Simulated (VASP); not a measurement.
# Zr (P6_3/mmc) in VASP: further runs

The runs below take Zr through single point, with PBEsol.

Program: VASP 6.6.1. These are calculated values, not measurements. Logs are shortened: lines on timing, memory, paths and dates and some standing lists are left out, and cuts for length are marked.

### 1 The cell of the first run

It takes space group P6_3/mmc (No. 194, hexagonal). Conventional cell: a = 3.502 Å, b = 3.502 Å, c = 9.539 Å, α = 90.00°, β = 90.00°, γ = 120.00°. Within 2.7 Å of Zr (site symmetry -6m2) lie 3 Zr at 2.02 Å. Within 2.7 Å of Zr (site symmetry -6m2) lie 3 Zr at 2.02 Å.

### 2 Single point, PBEsol

INCAR

```
PREC = Accurate
ENCUT = 520
EDIFF = 1E-6
ISMEAR = 0
SIGMA = 0.1
LREAL = False
LASPH = True
NELM = 60
ALGO = Normal
ISIF = 2
LWAVE = False
LCHARG = True
GGA = PS
LELF = True
LVHAR = True
NBANDS = 32
```

KPOINTS

```
regular mesh
0
Gamma
  6 6 2
```

POSCAR

```
Zr
1.0
    3.5023004988      0.0000000000      0.0000000000
   -1.7511502494      3.0330812036      0.0000000000
    0.0000000000      0.0000000000      9.5387859114
Zr
4
Direct
    0.0000000000      0.0000000000      0.2500000000
    0.0000000000      0.0000000000      0.7500000000
    0.3333333333      0.6666666667      0.7500000000
    0.6666666667      0.3333333333      0.2500000000
```

Potentials or basis: VASP PAW PBE potentials, release 64 (Zr_sv).

Launch:

```
$ cat potpaw_PBE.64/Zr_sv/POTCAR > POTCAR
$ mpirun -np 1 vasp_std > vasp.out
```

OUTCAR:

```text
PREC = Accurate
   ENCUT = 520
   EDIFF = 1E-6
   ISMEAR = 0
   LREAL = False
   LASPH = True
   NELM = 60
   ISIF = 2
   GGA = PS

 ion  position               nearest neighbor table
   1  0.000  0.000  0.250-   4 2.02   4 2.02   4 2.02
   2  0.000  0.000  0.750-   3 2.02   3 2.02   3 2.02
   3  0.333  0.667  0.750-   2 2.02   2 2.02   2 2.02
   4  0.667  0.333  0.250-   1 2.02   1 2.02   1 2.02

  LATTYP: Found a hexagonal cell.
 ALAT       =     3.5023004988
 C/A-ratio  =     2.7235772358

  Lattice vectors:

 A1 = (   3.5023004988,   0.0000000000,   0.0000000000)
 A2 = (  -1.7511502494,   3.0330812036,   0.0000000000)
 A3 = (   0.0000000000,   0.0000000000,   9.5387859114)

Analysis of symmetry for initial positions (statically):
=====================================================================
 Subroutine PRICEL returns:
 Original cell was already a primitive cell.

 Routine SETGRP: Setting up the symmetry group for a
 hexagonal supercell.

 Subroutine GETGRP returns: Found 24 space group operations
 (whereof 12 operations were pure point group operations)
 out of a pool of 24 trial point group operations.

The static configuration has the point symmetry D_3d.
 The point group associated with its full space group is D_6h.

Analysis of symmetry for dynamics (positions and initial velocities):
=====================================================================
 Subroutine PRICEL returns:
 Original cell was already a primitive cell.

 Routine SETGRP: Setting up the symmetry group for a
 hexagonal supercell.

 Subroutine GETGRP returns: Found 24 space group operations
 (whereof 12 operations were pure point group operations)
 out of a pool of 24 trial point group operations.

The dynamic configuration has the point symmetry D_3d.
 The point group associated with its full space group is D_6h.

 Subroutine INISYM returns: Found 24 space group operations
 (whereof 12 operations are pure point group operations),
 and found     1 'primitive' translations

----------------------------------------------------------------------------------------

                                     Primitive cell

  volume of cell :     101.3283

  direct lattice vectors                    reciprocal lattice vectors
     3.502300499  0.000000000  0.000000000     0.285526613  0.164848867  0.000000000
    -1.751150249  3.033081204  0.000000000     0.000000000  0.329697734  0.000000000
[... 71 lines left out ...]
   ICHARG =      2    charge: 1-file 2-atom 10-const
   ISPIN  =      1    spin polarized calculation?
   LNONCOLLINEAR =      F non collinear calculations
   LSORBIT =      F    spin-orbit coupling
   LASPH  =      T    aspherical Exc in radial PAW
   ENCUT  =  520.0 eV  38.22 Ry    6.18 a.u.   6.51  6.51 17.74*2*pi/ulx,y,z
   NELM   =     60;   NELMIN=  2; NELMDL= -5     # of ELM steps
   EDIFF  = 0.1E-05   stopping-criterion for ELM
   LREAL  =      F    real-space projection
[... 7 lines left out ...]
   TEBEG  =    0.0;   TEEND  =   0.0 temperature during run
   PSTRESS=    0.0 pullay stress
   NELECT =      48.0000    total number of electrons
   NUPDOWN=      -1.0000    fix difference up-down
   EMIN   =  10.00;   EMAX   =-10.00  energy-range for DOS
   EFERMI =   0.00;   METHOD = LEGACY
   ISMEAR =     0;   SIGMA  =   0.10  broadening in eV -4-tet -1-fermi 0-gaus
   EFERMI_NEDOS =   21; number of points for ismear=-14 and -15
   IALGO  =     38    algorithm
   IMIX   =      4    mixing-type and parameters
     AMIX     =   0.40;   BMIX     =  1.00
     AMIX_MAG =   1.60;   BMIX_MAG =  1.00
  volume/ion in A,a.u.               =      25.33       170.95
  Fermi-wavevector in a.u.,A,eV,Ry     =   1.276179  2.411629 22.158909  1.628634
  Thomas-Fermi vector in A             =   2.408850
   LORBIT       =      0    0 simple, 1 ext, 2 COOP (PROOUT), +10 PAW based schemes
   GGA     = PS    functional components
   LHFCALC =     F    Hartree Fock is set to
   AEXX    =    0.0000 exact exchange contribution
   IVDW    =     0    specifies the selected vdW correction
   LEPSILON=     F    determine dielectric tensor
   LRPA    =     F    only Hartree local field effects (RPA)
 non-spin polarized calculation
 Gauss-broadening in eV      SIGMA  =   0.10
  energy-cutoff  :      520.00
  volume of cell :      101.33
 maximum number of plane-waves:      2772
 NGX is ok and might be reduce to    28
   NGX = 13   NGY = 13   NGZ = 35

 number of electron      48.0000000 magnetization

 Free energy of the ion-electron system (eV)
  ---------------------------------------------------
  ext. energy  EPLUGINS =         0.00000000
  ---------------------------------------------------
  free energy    TOTEN  =       -11.36076531 eV

  energy without entropy =      -11.32806848  energy(sigma->0) =      -11.34441689

 E-fermi :   6.5270     XC(G=0):  -9.7795

 val. band max:        6.5229850369   @ k =   0.3333   0.1667   0.0000
 cond. band min:       6.5704069429   @ k =   0.3333   0.1667   0.0000
 fundamental gap:      0.0474219060
 Fermi energy:         6.5269796170

 k-point     1 :       0.0000    0.0000    0.0000
  band No.  band energies     occupation
      1     -43.9401      2.00000
      2     -43.9400      2.00000
      3     -38.7247      2.00000
      4     -38.7247      2.00000
      5     -24.0145      2.00000
      6     -24.0145      2.00000
[... 479 lines left out ...]
     31       9.5552      0.00000
     32       9.5552      0.00000

------------------------ aborting loop because EDIFF is reached ----------------------------------------

  FORCE on cell =-STRESS in cart. coord.  units (eV):
  Direction    XX          YY          ZZ          XY          YZ          ZX
  --------------------------------------------------------------------------------------
  -------------------------------------------------------------------------------------
  Total       68.4108433     68.4108433     -5.0866300      0.0000000      0.0000000      0.0000000
  in kB     1081.6953962   1081.6953962    -80.4285394      0.0000000      0.0000000      0.0000000
  external PRESSURE =     694.3207510 kB  Pullay stress =       0.0000000 kB

 VOLUME and BASIS-vectors are now :
 -----------------------------------------------------------------------------
  energy-cutoff  :      520.00
  volume of cell :      101.33
      direct lattice vectors                 reciprocal lattice vectors
     3.502300499  0.000000000  0.000000000     0.285526613  0.164848867  0.000000000
    -1.751150249  3.033081204  0.000000000     0.000000000  0.329697734  0.000000000
     0.000000000  0.000000000  9.538785911     0.000000000  0.000000000  0.104835145

 POSITION                                       TOTAL-FORCE (eV/Angst)
 -----------------------------------------------------------------------------------
      0.00000      0.00000      2.38470        -0.000000     -0.000000      0.000000
      0.00000      0.00000      7.15409        -0.000000      0.000000     -0.000000
     -0.00000      2.02205      7.15409         0.000000     -0.000000     -0.000000
      1.75115      1.01103      2.38470        -0.000000     -0.000000      0.000000
 -----------------------------------------------------------------------------------
    total drift:                                0.000000     -0.000000     -0.000000

  FREE ENERGIE OF THE ION-ELECTRON SYSTEM (eV)
  ---------------------------------------------------
  free  energy   TOTEN  =       -11.3607653101 eV

  energy  without entropy=      -11.3280684793  energy(sigma->0) =      -11.34441689
```

OSZICAR:

```text
N       E                     dE             d eps       ncg     rms          rms(c)
DAV:   1     0.615714801418E+03    0.61571E+03   -0.26655E+04   912   0.150E+03
DAV:   2     0.283427230724E+02   -0.58737E+03   -0.56542E+03  1040   0.474E+02
DAV:   3    -0.125493923900E+02   -0.40892E+02   -0.39602E+02  1456   0.100E+02
DAV:   4    -0.152081674183E+02   -0.26588E+01   -0.26068E+01  1392   0.230E+01
DAV:   5    -0.153100106046E+02   -0.10184E+00   -0.10177E+00  1328   0.350E+00    0.917E+01
DAV:   6    -0.117728533147E+02    0.35372E+01   -0.49032E+00  1064   0.928E+00    0.584E+01
DAV:   7    -0.115106444956E+02    0.26221E+00   -0.24464E+00  1176   0.681E+00    0.553E+00
DAV:   8    -0.113600439846E+02    0.15060E+00   -0.61027E-01  1072   0.320E+00    0.633E-01
DAV:   9    -0.113608600265E+02   -0.81604E-03   -0.14672E-02  1208   0.690E-01    0.263E-01
DAV:  10    -0.113607832920E+02    0.76735E-04   -0.16424E-03  1136   0.290E-01    0.562E-02
DAV:  11    -0.113607668861E+02    0.16406E-04   -0.99464E-05  1272   0.725E-02    0.998E-03
DAV:  12    -0.113607655445E+02    0.13415E-05   -0.58947E-06  1056   0.147E-02    0.354E-03
DAV:  13    -0.113607653101E+02    0.23439E-06   -0.73966E-07   720   0.575E-03
   1 F= -.11360765E+02 E0= -.11344417E+02  d E =-.326968E-01
```

stdout:

```text
POSCAR found type information on POSCAR Zr
 POSCAR found :  1 types and       4 ions
 scaLAPACK will be used
 -----------------------------------------------------------------------------
|                                                                             |
|                                                                             |
|     You enforced a specific xc type in the INCAR file but a different       |
|     I HOPE YOU KNOW WHAT YOU ARE DOING!                                     |
|                                                                             |
 -----------------------------------------------------------------------------

 LDA part: xc-table for (Slater+PW92), standard interpolation
 POSCAR, INCAR and KPOINTS ok, starting setup
 FFT: planning ... GRIDC
 FFT: planning ... GRID_SOFT
 FFT: planning ... GRID
 WAVECAR not read
 entering main loop
```

Run time: 80 s. Hardware: 1 thread of Intel Xeon 8259CL, shared host; peak memory 0.23 GiB.

Results:

* Free energy: -11.3608 eV
* Pressure: 69.4 GPa
* Band gap on the k mesh: zero (bands 24 and 25 overlap by 1.92 eV)

Levels at points of the mesh, in eV from the Fermi level:
```tsv
k point	band 22	band 23	band 24	band 25	band 26	band 27
(0.00, 0.00, 0.00)	-0.88	-0.84	-0.84	-0.42	3.54	3.54
(0.50, 0.00, 0.00)	-1.83	-1.74	-1.49	-0.10	0.56	2.67
(0.00, 0.00, 0.50)	-0.86	-0.86	-0.86	1.98	1.98	3.55
(0.50, 0.00, 0.50)	-1.83	-1.66	-1.66	0.39	0.39	2.30
```

Caveat: atoms lie so close that the PAW spheres overlap strongly, which falsifies energies and pressures; the stress differs along the axes, from -8 to 108 GPa; the PAW data sets were made with another functional, which shifts forces and pressure a little.

### 3 Single point, PBEsol

This run uses another cell than the first one, of 25.53 Å³/atom.

INCAR

```
  PREC = Accurate
  ENCUT = 520
  EDIFF = 1E-7
  ISMEAR = 0
  SIGMA = 0.1
  LREAL = False
  LASPH = True
  NELM = 60
  ALGO = Normal
  ISIF = 2
  LWAVE = False
  LCHARG = True
  GGA = PS
  LELF = True
  LVHAR = True
  NBANDS = 32
```

KPOINTS

```
Automatic mesh
0
Gamma
  6 6 2
```

POSCAR

```
Zr
1.0
    4.9523930646      0.0000000000      0.0000000000
   -2.4761965323      4.2888982035      0.0000000000
    0.0000000000      0.0000000000      4.8083681256
Zr
4
Direct
    0.0000000000      0.0000000000      0.2500000000
    0.0000000000      0.0000000000      0.7500000000
    0.3333333333      0.6666666667      0.7500000000
    0.6666666667      0.3333333333      0.2500000000
```

Potentials or basis: VASP PAW PBE potentials, release 64 (Zr_sv).

Launch:

```
$ cat potpaw_PBE.64/Zr_sv/POTCAR > POTCAR
$ mpirun -np 1 vasp_std > vasp.out
```

Run time: 81 s. Hardware: 1 thread of Intel Xeon 8259CL, shared host; peak memory 0.23 GiB.

It converged, with:

```
Free energy            : -31.9820 eV
Pressure               : 0.2 GPa
Band gap on the k mesh : zero (bands 24 and 25 overlap by 0.87 eV)
```

Stress tensor (GPa, compression positive):
```
0.05 0.00 0.00
0.00 0.05 0.00
0.00 0.00 0.36
```

Levels at points of the mesh, in eV from the Fermi level:
```tsv
k point	band 22	band 23	band 24	band 25	band 26	band 27
(0.00, 0.00, 0.00)	-0.43	-0.43	0.24	0.24	0.32	0.32
(0.50, 0.00, 0.00)	-1.64	-0.78	-0.11	0.17	0.17	0.33
(0.00, 0.00, 0.50)	-1.18	0.70	0.70	0.70	0.70	1.39
(0.50, 0.00, 0.50)	-1.02	-0.52	-0.52	-0.18	-0.18	1.21
```

Caveat: the k points lie up to 0.65 Å⁻¹ apart, too coarse for converged energies and pressures of a metal; the PAW data sets were made with another functional, which shifts forces and pressure a little.

(Part 1 of 2 ends here.)

The gap in the log of VASP goes by the Fermi energy; the results here count the filled bands.